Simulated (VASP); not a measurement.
# P2CO3 (P6/mmm) in VASP: single point with PBE+D3(BJ)

Aim: the single point of P2CO3 with PBE+D3(BJ).

All numbers are computed with VASP 6.6.1; they aren't measurements. Logs are shortened: lines on timing, memory, paths and dates and some standing lists are left out, and cuts for length are marked.

**1. The cell of the first run**

It takes space group P6/mmm (No. 191, hexagonal). The conventional cell has a = 3.760 Å, b = 3.760 Å, c = 6.978 Å, α = 90.00°, β = 90.00°, γ = 120.00°. Within 2.4 Å of P (site symmetry 6mm) lie 1 C at 1.84 Å. Within 2.4 Å of C (site symmetry 6/mmm) lie 2 P at 1.84 Å. Within 2.5 Å of O (site symmetry mmm) lie 4 O at 1.88 Å.

**2. Single point, PBE+D3(BJ)**

Input file INCAR:

```
SYSTEM = P2CO3
  PREC = Accurate
  ENCUT = 520
  EDIFF = 1E-6
  ISMEAR = 0
  SIGMA = 0.1
  LREAL = .FALSE.
  LASPH = .TRUE.
  NELM = 80
  ALGO = Normal
  ISIF = 2
  LWAVE = .FALSE.
  LCHARG = .FALSE.
  GGA = PE
  IVDW = 12
  NBANDS = 25
```

Input file KPOINTS:

```
Automatic mesh
0
G
  6 6 4
  0 0 0
```

Input file POSCAR:

```
P2CO3
1.0
    3.7602749700      0.0000000000      0.0000000000
   -1.8801374900      3.2564936500      0.0000000000
    0.0000000000      0.0000000000      6.9780301100
P C O
2 1 3
Direct
    0.0000000000      0.0000000000      0.2631902500
    0.0000000000      0.0000000000      0.7368097500
    0.0000000000      0.0000000000      0.0000000000
    0.5000000000      0.0000000000      0.5000000000
    0.0000000000      0.5000000000      0.5000000000
    0.5000000000      0.5000000000      0.5000000000
```

Potentials or basis: VASP PAW PBE potentials, release 64 (P, C, O).

Launch:

```
$ cat potpaw_PBE.64/P/POTCAR potpaw_PBE.64/C/POTCAR potpaw_PBE.64/O/POTCAR > POTCAR
$ mpirun -np 1 vasp_std > vasp.out
```

OUTCAR:

```text
SYSTEM = P2CO3
   PREC = Accurate
   ENCUT = 520
   EDIFF = 1E-6
   ISMEAR = 0
   LREAL = .FALSE.
   LASPH = .TRUE.
   NELM = 80
   ISIF = 2
   GGA = PE
   IVDW = 12
 IVDW          = 12

 ion  position               nearest neighbor table
   1  0.000  0.000  0.263-   3 1.84
   2  0.000  0.000  0.737-   3 1.84
   3  0.000  0.000  0.000-   1 1.84   2 1.84
   4  0.500  0.000  0.500-   5 1.88   5 1.88   6 1.88   6 1.88
   5  0.000  0.500  0.500-   4 1.88   4 1.88   6 1.88   6 1.88
   6  0.500  0.500  0.500-   5 1.88   5 1.88   4 1.88   4 1.88

  LATTYP: Found a hexagonal cell.
 ALAT       =     3.7602749700
 C/A-ratio  =     1.8557233622

  Lattice vectors:

 A1 = (   3.7602749700,   0.0000000000,   0.0000000000)
 A2 = (  -1.8801374900,   3.2564936500,   0.0000000000)
 A3 = (   0.0000000000,   0.0000000000,   6.9780301100)

Analysis of symmetry for initial positions (statically):
=====================================================================
 Subroutine PRICEL returns:
 Original cell was already a primitive cell.

 Routine SETGRP: Setting up the symmetry group for a
 hexagonal supercell.

 Subroutine GETGRP returns: Found 24 space group operations
 (whereof 24 operations were pure point group operations)
 out of a pool of 24 trial point group operations.

The static configuration has the point symmetry D_6h.

Analysis of symmetry for dynamics (positions and initial velocities):
=====================================================================
 Subroutine PRICEL returns:
 Original cell was already a primitive cell.

 Routine SETGRP: Setting up the symmetry group for a
 hexagonal supercell.

 Subroutine GETGRP returns: Found 24 space group operations
 (whereof 24 operations were pure point group operations)
 out of a pool of 24 trial point group operations.

The dynamic configuration has the point symmetry D_6h.

 Subroutine INISYM returns: Found 24 space group operations
 (whereof 24 operations are pure point group operations),
 and found     1 'primitive' translations

----------------------------------------------------------------------------------------

                                     Primitive cell

  volume of cell :      85.4482

  direct lattice vectors                    reciprocal lattice vectors
     3.760274970  0.000000000  0.000000000     0.265937999  0.153539375  0.000000000
    -1.880137490  3.256493650  0.000000000     0.000000000  0.307078750  0.000000000
     0.000000000  0.000000000  6.978030110     0.000000000  0.000000000  0.143306920

  length of vectors
     3.760274970  3.760274973  6.978030110     0.307078750  0.307078750  0.143306920

  position of ions in fractional coordinates (direct lattice)
     0.000000000  0.000000000  0.263190250
     0.000000000  0.000000000  0.736809750
     0.000000000  0.000000000  0.000000000
     0.500000000  0.000000000  0.500000000
     0.000000000  0.500000000  0.500000000
     0.500000000  0.500000000  0.500000000

  ion indices of the primitive-cell ions
   primitive index   ion index
                 1           1
                 2           2
                 3           3
                 4           4
                 5           5
                 6           6

----------------------------------------------------------------------------------------

 KPOINTS: Automatic mesh

Automatic generation of k-mesh.
 Grid dimensions read from file:
 generate k-points for:    6    6    4

 Generating k-lattice:

  Cartesian coordinates                     Fractional coordinates (reciprocal lattice)
     0.044323000  0.025589896  0.000000000     0.166666667  0.000000000  0.000000000
     0.000000000  0.051179792  0.000000000     0.000000000  0.166666667  0.000000000
     0.000000000  0.000000000  0.035826730     0.000000000  0.000000000  0.250000000

  Length of vectors
     0.051179792  0.051179792  0.035826730

  Shift w.r.t. Gamma in fractional coordinates (k-lattice)
     0.000000000  0.000000000  0.000000000

 Subroutine IBZKPT returns following result:
 ===========================================

 Found     21 irreducible k-points:

 Following reciprocal coordinates:
            Coordinates               Weight
  0.000000  0.000000  0.000000      1.000000
  0.166667  0.000000  0.000000      6.000000
  0.333333  0.000000  0.000000      6.000000
  0.500000  0.000000  0.000000      3.000000
  0.166667  0.166667  0.000000      6.000000
  0.333333  0.166667  0.000000     12.000000
[... 13 lines left out ...]
  0.333333  0.166667  0.500000     12.000000
  0.333333  0.333333  0.500000      2.000000
   k-points           NKPTS =     21   k-points in BZ     NKDIM =     21   number of bands    NBANDS=     25
   number of dos      NEDOS =    301   number of ions     NIONS =      6
   total plane-waves  NPLWV =  42336
   dimension x,y,z NGX =    28 NGY =   28 NGZ =   54
   dimension x,y,z NGXF=    56 NGYF=   56 NGZF=  108
   ions per type =               2   1   3
   NGX,Y,Z   is equivalent  to a cutoff of  12.38, 12.38, 12.87 a.u.
   NGXF,Y,Z  is equivalent  to a cutoff of  24.76, 24.76, 25.73 a.u.
 SYSTEM =  P2CO3
   PREC   = accura    normal or accurate (medium, high low for compatibility)
   ISTART =      0    job   : 0-new  1-cont  2-samecut
   ICHARG =      2    charge: 1-file 2-atom 10-const
   ISPIN  =      1    spin polarized calculation?
   LNONCOLLINEAR =      F non collinear calculations
   LSORBIT =      F    spin-orbit coupling
   LASPH  =      T    aspherical Exc in radial PAW
   ENCUT  =  520.0 eV  38.22 Ry    6.18 a.u.   6.99  6.99 12.97*2*pi/ulx,y,z
   NELM   =     80;   NELMIN=  2; NELMDL= -5     # of ELM steps
   EDIFF  = 0.1E-05   stopping-criterion for ELM
   LREAL  =      F    real-space projection
   EDIFFG = 0.1E-04   stopping-criterion for IOM
   NSW    =      0    number of steps for IOM
   IBRION =     -1    ionic relax: 0-MD 1-quasi-New 2-CG
   NFREE  =      0    steps in history (QN), initial steepest desc. (CG)
   ISIF   =      2    stress and relaxation
   ISYM   =      2    0-nonsym 1-usesym 2-fastsym
   POTIM  = 0.5000    time-step for ionic-motion
   TEBEG  =    0.0;   TEEND  =   0.0 temperature during run
   PSTRESS=    0.0 pullay stress
   NELECT =      32.0000    total number of electrons
   NUPDOWN=      -1.0000    fix difference up-down
   EMIN   =  10.00;   EMAX   =-10.00  energy-range for DOS
   EFERMI =   0.00;   METHOD = LEGACY
   ISMEAR =     0;   SIGMA  =   0.10  broadening in eV -4-tet -1-fermi 0-gaus
   EFERMI_NEDOS =   21; number of points for ismear=-14 and -15
   IALGO  =     38    algorithm
   IMIX   =      4    mixing-type and parameters
     AMIX     =   0.40;   BMIX     =  1.00
     AMIX_MAG =   1.60;   BMIX_MAG =  1.00
  volume/ion in A,a.u.               =      14.24        96.11
  Fermi-wavevector in a.u.,A,eV,Ry     =   1.180023  2.229921 18.945502  1.392455
  Thomas-Fermi vector in A             =   2.316323
   LORBIT       =      0    0 simple, 1 ext, 2 COOP (PROOUT), +10 PAW based schemes
   GGA     = PE    functional components
   LHFCALC =     F    Hartree Fock is set to
   AEXX    =    0.0000 exact exchange contribution
   IVDW    =    12    specifies the selected vdW correction
   LEPSILON=     F    determine dielectric tensor
   LRPA    =     F    only Hartree local field effects (RPA)
 non-spin polarized calculation
 Gauss-broadening in eV      SIGMA  =   0.10
  energy-cutoff  :      520.00
  volume of cell :       85.45
 maximum number of plane-waves:      2324
 NGX is ok and might be reduce to    28
   NGX = 13   NGY = 13   NGZ = 25

 number of electron      32.0000009 magnetization

 Free energy of the ion-electron system (eV)
  ---------------------------------------------------
  ext. energy  EPLUGINS =         0.00000000
  ---------------------------------------------------
  free energy    TOTEN  =       -25.22628742 eV

  energy without entropy =      -25.21134597  energy(sigma->0) =      -25.21881670

 E-fermi :   2.6734     XC(G=0):  -9.5773

 val. band max:        2.6716153570   @ k =   0.3333   0.3333   0.2500
 cond. band min:       2.6931648159   @ k =   0.0000   0.0000   0.0000
 fundamental gap:      0.0215494589
 Fermi energy:         2.6733871247

 k-point     1 :       0.0000    0.0000    0.0000
  band No.  band energies     occupation
      1     -19.3346      2.00000
      2     -13.0584      2.00000
      3     -13.0584      2.00000
      4      -9.3346      2.00000
      5      -8.1081      2.00000
      6      -6.3235      2.00000
[... 17 lines left out ...]
     24       9.1798      0.00000
     25       9.6284      0.00000

 k-point     2 :       0.1667    0.0000    0.0000
  band No.  band energies     occupation
      1     -19.0911      2.00000
      2     -13.8173      2.00000
      3     -13.1541      2.00000
      4      -9.2607      2.00000
      5      -7.9040      2.00000
      6      -5.5492      2.00000
[... 17 lines left out ...]
     24       9.9561      0.00000
     25      10.3658      0.00000

 k-point     3 :       0.3333    0.0000    0.0000
  band No.  band energies     occupation
      1     -18.4092      2.00000
      2     -15.2856      2.00000
      3     -13.3330      2.00000
      4      -9.1059      2.00000
      5      -7.4166      2.00000
      6      -5.4513      2.00000
[... 17 lines left out ...]
     24      10.0648      0.00000
     25      10.8797      0.00000

 k-point     4 :       0.5000    0.0000    0.0000
  band No.  band energies     occupation
      1     -17.7559      2.00000
      2     -16.2600      2.00000
      3     -13.4169      2.00000
      4      -9.0278      2.00000
      5      -7.1106      2.00000
      6      -5.6267      2.00000
[... 17 lines left out ...]
     24       9.7592      0.00000
     25      10.6815      0.00000

 k-point     5 :       0.1667    0.1667    0.0000
  band No.  band energies     occupation
      1     -18.6228      2.00000
      2     -14.8397      2.00000
      3     -13.3806      2.00000
      4      -9.1273      2.00000
      5      -7.5534      2.00000
      6      -4.7145      2.00000
[... 17 lines left out ...]
     24      11.0811      0.00000
     25      11.2539      0.00000

 k-point     6 :       0.3333    0.1667    0.0000
  band No.  band energies     occupation
      1     -17.8109      2.00000
      2     -16.0917      2.00000
      3     -13.6288      2.00000
      4      -8.9740      2.00000
      5      -7.1247      2.00000
      6      -5.0183      2.00000
[... 17 lines left out ...]
     24      10.8508      0.00000
     25      11.4386      0.00000
[... 309 lines left out ...]
 k-point    18 :       0.5000    0.0000    0.5000
  band No.  band energies     occupation
      1     -17.7560      2.00000
      2     -16.2594      2.00000
      3     -13.4171      2.00000
      4      -9.0030      2.00000
      5      -7.4522      2.00000
      6      -4.5196      2.00000
[... 17 lines left out ...]
     24       9.7926      0.00000
     25      10.2849      0.00000

 k-point    19 :       0.1667    0.1667    0.5000
  band No.  band energies     occupation
      1     -18.6223      2.00000
      2     -14.8397      2.00000
      3     -13.3796      2.00000
      4      -9.2527      2.00000
      5      -7.2852      2.00000
      6      -4.5421      2.00000
[... 17 lines left out ...]
     24       9.1258      0.00000
     25      11.2191      0.00000

 k-point    20 :       0.3333    0.1667    0.5000
  band No.  band energies     occupation
      1     -17.8107      2.00000
      2     -16.0914      2.00000
      3     -13.6268      2.00000
      4      -9.0070      2.00000
      5      -7.2392      2.00000
      6      -4.0077      2.00000
[... 17 lines left out ...]
     24      10.1883      0.00000
     25      10.9363      0.00000

 k-point    21 :       0.3333    0.3333    0.5000
  band No.  band energies     occupation
      1     -16.9699      2.00000
      2     -16.9699      2.00000
      3     -13.8743      2.00000
      4      -8.9230      2.00000
      5      -7.0720      2.00000
      6      -3.0098      2.00000
[... 17 lines left out ...]
     24      10.8290      0.00000
     25      12.3151      0.00000

------------------------ aborting loop because EDIFF is reached ----------------------------------------

 Edisp (eV)   -0.97648

 E8    (eV) :    -0.3172

  FORCE on cell =-STRESS in cart. coord.  units (eV):
  Direction    XX          YY          ZZ          XY          YZ          ZX
  --------------------------------------------------------------------------------------
  -------------------------------------------------------------------------------------
  Total       8.00107     8.00107   -13.37255    -0.00000    -0.00000    -0.00000
  in kB     150.02226   150.02226  -250.73910    -0.00000    -0.00000    -0.00000
  external pressure =       16.44 kB  Pullay stress =        0.00 kB

 VOLUME and BASIS-vectors are now :
 -----------------------------------------------------------------------------
  energy-cutoff  :      520.00
  volume of cell :       85.45
      direct lattice vectors                 reciprocal lattice vectors
     3.760274970  0.000000000  0.000000000     0.265937999  0.153539375  0.000000000
    -1.880137490  3.256493650  0.000000000     0.000000000  0.307078750  0.000000000
     0.000000000  0.000000000  6.978030110     0.000000000  0.000000000  0.143306920

 POSITION                                       TOTAL-FORCE (eV/Angst)
 -----------------------------------------------------------------------------------
      0.00000      0.00000      1.83655         0.000000      0.000000     -5.269392
      0.00000      0.00000      5.14148        -0.000000     -0.000000      5.269392
      0.00000      0.00000      0.00000        -0.000000     -0.000000      0.000000
      1.88014      0.00000      3.48902        -0.000000     -0.000000      0.000000
     -0.94007      1.62825      3.48902        -0.000000     -0.000000      0.000000
      0.94007      1.62825      3.48902        -0.000000     -0.000000      0.000000
 -----------------------------------------------------------------------------------
    total drift:                                0.000000     -0.000000      0.000000

  FREE ENERGIE OF THE ION-ELECTRON SYSTEM (eV)
  ---------------------------------------------------
  free  energy   TOTEN  =       -26.2027649539 eV

  energy  without entropy=      -26.1878235052  energy(sigma->0) =      -26.19529423
```

Run time: 19 s. Hardware: 1 thread of Intel Xeon 6975P-C (Granite Rapids), shared host; peak memory 0.21 GiB.

What came out:

| Quantity | Value |
| --- | --- |
| Free energy | -26.2028 eV |
| Pressure | 1.6 GPa |
| Largest force | 5.269 eV/Å |
| Band gap on the k mesh | zero (band 16 reaches 4.55 eV, above the bottom of band 17 at 2.05 eV) |
| Dispersion energy per atom | -0.163 eV |

Forces in eV/Å, atoms in the order of the input:
```
P    0.000  0.000 -5.269
P    0.000  0.000  5.269
C    0.000  0.000  0.000
O    0.000  0.000  0.000
O    0.000  0.000  0.000
O    0.000  0.000  0.000
```

Caveat: pairwise dispersion overbinds metals, which lowers pressure and volume; forces of over 1 eV/Å act on the atoms, so gaps and moduli don't describe the material at rest.
